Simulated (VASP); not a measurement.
Input of a VASP 6.6.1 run:

The input POSCAR:

```
Ca
1.0
    0.0000000000      2.7725183276      2.7725183276
    2.7725183276      0.0000000000      2.7725183276
    2.7725183276      2.7725183276      0.0000000000
Ca
1
Direct
    0.0000000000      0.0000000000      0.0000000000
```

The input INCAR.step1:

```
SYSTEM = Ca
PREC     = Accurate       ! precision mode
ENCUT    = 520            ! plane-wave cutoff, eV
ISMEAR   = -1             ! smearing method
SIGMA    = 0.1            ! smearing width, eV
LREAL    = .False.        ! projectors in reciprocal space
LASPH    = .True.         ! aspherical terms in the spheres
NELM     = 80             ! most SCF steps
NBANDS   = 11             ! bands
GGA      = PE             ! functional
ALGO     = Normal         ! electronic algorithm
EDIFF    = 1E-4           ! SCF threshold, eV
LWAVE    = .True.         ! write WAVECAR
LCHARG   = .False.        ! write CHGCAR
```

The input INCAR.step2:

```
SYSTEM = Ca
PREC     = Accurate       ! precision mode
ENCUT    = 520            ! plane-wave cutoff, eV
EDIFF    = 1E-7           ! SCF threshold, eV
ISMEAR   = -1             ! smearing method
SIGMA    = 0.1            ! smearing width, eV
LREAL    = .False.        ! projectors in reciprocal space
LASPH    = .True.         ! aspherical terms in the spheres
NELM     = 80             ! most SCF steps
ALGO     = Normal         ! electronic algorithm
ISIF     = 2              ! what is computed and relaxed
LWAVE    = .False.        ! write WAVECAR
LCHARG   = .True.         ! write CHGCAR
METAGGA  = R2SCAN         ! meta-GGA
LMIXTAU  = .True.       
LELF     = .True.         ! ELF
LVHAR    = .True.       
NBANDS   = 11             ! bands
ISTART   = 1
```

The input KPOINTS:

```
Automatic mesh
0
Gamma
  11 11 11
  0 0 0
```

Potentials or basis: VASP PAW PBE potentials, release 64 (Ca_sv).

Command:

```bash
$ cat potpaw_PBE.64/Ca_sv/POTCAR > POTCAR
$ cp INCAR.step1 INCAR
$ mpirun -np 1 vasp_std > vasp.out
$ cp INCAR.step2 INCAR
$ mpirun -np 1 vasp_std > vasp.out
```

(1) Predict the band gap on the k mesh.

(2) What does it give for the pressure?

## Answers

(1) zero (bands 5 and 6 overlap by 0.41 eV).

(2) 0.3 GPa.

Caveat: the PAW data sets were made with another functional, which shifts forces and pressure a little.
